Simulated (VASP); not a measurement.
Write the native input for VASP 6.6.1 that does the following.

- Task: single point
- Functional: PBEsol
- Potentials or basis: VASP PAW PBE potentials, release 64 (W_sv, S)
- Cutoff: 520 eV
- k mesh: 12 × 12 × 12
- Occupations: gaussian, width 0.05 eV
- Spin: no spin polarisation
- Dipole correction: no
- Further INCAR settings: ALGO = Normal; EDIFF = 1e-06; NBANDS = 20

The structure of WS2 lies in POSCAR:

```
WS2
1.0
    1.5790003843      0.9116362969      6.1633300000
   -1.5790003843      0.9116362969      6.1633300000
    0.0000000000     -1.8232725938      6.1633300000
W S
1 2
Direct
    0.0000000000      0.0000000000      0.0000000000
    0.7503000000      0.7503000000      0.7503000000
    0.5552523742      0.5552523742      0.6649452422
```

This cell differs from its parent crystal: atom 3 (S) moved by (-0.200, +0.200) A along y and z.

One way to write it, as run:

INCAR

```
SYSTEM = WS2
PREC = Accurate
ENCUT = 520
EDIFF = 1E-6
ISMEAR = 0
SIGMA = 0.05
LREAL = .False.
LASPH = .True.
NELM = 60
ALGO = Normal
ISIF = 2
LWAVE = .False.
LCHARG = .False.
GGA = PS
NBANDS = 20
```

KPOINTS

```
regular mesh
0
Gamma
  12 12 12
  0 0 0
```

Potentials or basis: VASP PAW PBE potentials, release 64 (W_sv, S).

Launch:

```bash
$ cat potpaw_PBE.64/W_sv/POTCAR potpaw_PBE.64/S/POTCAR > POTCAR
$ mpirun -np 1 vasp_std > vasp.out
```

It gave:

```
Pressure               : 13.9 GPa
Largest force          : 5.320 eV/Å
Band gap on the k mesh : 0.39 eV, indirect (least direct gap 1.20 eV)
```

Caveat: the cell differs from its parent crystal (atom 3 (S) moved by (-0.200, +0.200) A along y and z); the PAW data sets were made with another functional, which shifts forces and pressure a little; spin-orbit coupling is left out, which moves the levels of the heavy elements.

Run time: 22 min on 1 thread of Intel Xeon 6975P-C (shared host), peak memory 0.67 GiB.
